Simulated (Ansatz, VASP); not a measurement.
## Mo in VASP and in Ansatz

```
Mo
1.0
     2.73551    0.00000    0.00000
    -1.36776    2.42825    0.00000
     0.00000    0.00000    2.55518
Mo
1
Direct
  0.00000 0.00000 0.50000
```

Change from the starting cell: strain +0.0250 x Voigt [0, 1, 0, 0, 0, 0], atoms carried along.

Alike in both runs: task single point; functional PBEsol; k mesh 18 × 18 × 18; occupations gaussian, width 0.15 eV; no spin polarisation.

|  | VASP | Ansatz |
| --- | --- | --- |
| version | VASP 6.6.1 | Ansatz 0.2.0 |
| potentials or method | VASP PAW PBE potentials, release 64 (Mo_sv), cutoff 520 eV | scalar-relativistic, plane waves, PAW |
| valence electrons in the cell | 14 | 14 |

VASP gave:

* gap on the k mesh at the Fermi level (eV): none
* pressure (GPa): -8.3
* traceless stress, the component that is largest in VASP (GPa): 2.44

Which values does Ansatz return?

gap on the k mesh at the Fermi level (eV): none; pressure (GPa): -8.7; traceless stress, the component that is largest in VASP (GPa): 2.50.

VASP's potentials were made for PBE, not for PBEsol. A gap of «none» marks a metal or a gap that the smearing closes.
